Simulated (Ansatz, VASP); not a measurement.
This is a calculation of MgO for VASP 6.6.1.

INCAR

```
PREC     = Accurate       # precision mode
ENCUT    = 520            # plane-wave cutoff, eV
EDIFF    = 1E-7           # SCF threshold, eV
ISMEAR   = -1             # smearing method
SIGMA    = 0.05           # smearing width, eV
LREAL    = F              # projectors in reciprocal space
LASPH    = T              # aspherical terms in the spheres
NELM     = 100            # most SCF steps
ALGO     = Normal         # electronic algorithm
ISIF     = 2              # what is computed and relaxed
LWAVE    = F              # write WAVECAR
LCHARG   = F              # write CHGCAR
GGA      = PS             # functional
NBANDS   = 11             # bands
```

KPOINTS

```
Automatic mesh
0
Gamma
  10 10 10
```

POSCAR

```
MgO
1.0
    0.0000000000      2.2590823005      2.2590823005
    2.2590823005      0.0000000000      2.2590823005
    2.2590823005      2.2590823005      0.0000000000
Mg O
1 1
Direct
    0.5000000000      0.5000000000      0.5000000000
    0.7500000000      0.7500000000      0.7500000000
```

Potentials or basis: VASP PAW PBE potentials, release 64 (Mg, O).

Run with:

```sh
$ cat potpaw_PBE.64/Mg/POTCAR potpaw_PBE.64/O/POTCAR > POTCAR
$ mpirun -np 1 vasp_std > vasp.out
```

Question: Translate it to Ansatz 0.2.0. Potentials there: Ansatz PAW.

Answer: As run (the cutoff follows the program's own potentials):

Contents of input.yaml:

```yaml
crystal:
  lattice:
    - [0.0, 2.2590823005, 2.2590823005]
    - [2.2590823005, 0.0, 2.2590823005]
    - [2.2590823005, 2.2590823005, 0.0]
  atoms:
    - { symbol: Mg, position: [0.5, 0.5, 0.5] }
    - { symbol: O, position: [0.75, 0.75, 0.75] }
hamiltonian:
  xc: pbesol
  pseudopotentials: { kind: paw }
kpoints:
  mp_grid: { grid: [10, 10, 10] }
scf:
  occupations: { method: fermi_dirac, width: 0.05 }
output:
  forces: true
  stress: true
  eigenvalues: true
```

Potentials or basis: Ansatz PAW.

Launch:

```sh
$ ansatz run input.yaml --threads 2 --pin off --max-ram 5632MiB --backend cpu --events-out ev --progress --plain --runs-dir out
```

Both were run:

|  | VASP | Ansatz | Ansatz less VASP |
| --- | --- | --- | --- |
| gap on the k mesh at the Fermi level (eV) | 3.70 | 3.70 | -0.003 |
| least direct gap on the mesh (eV) | 3.70 | 3.70 | -0.003 |
| pressure (GPa) | 4.6 | 4.8 | +0.19 |

VASP's potentials were made for PBE, not for PBEsol. VASP's potentials hold 8 valence electrons a cell and Ansatz's 16, so a difference there can come from the potentials and not from the codes.
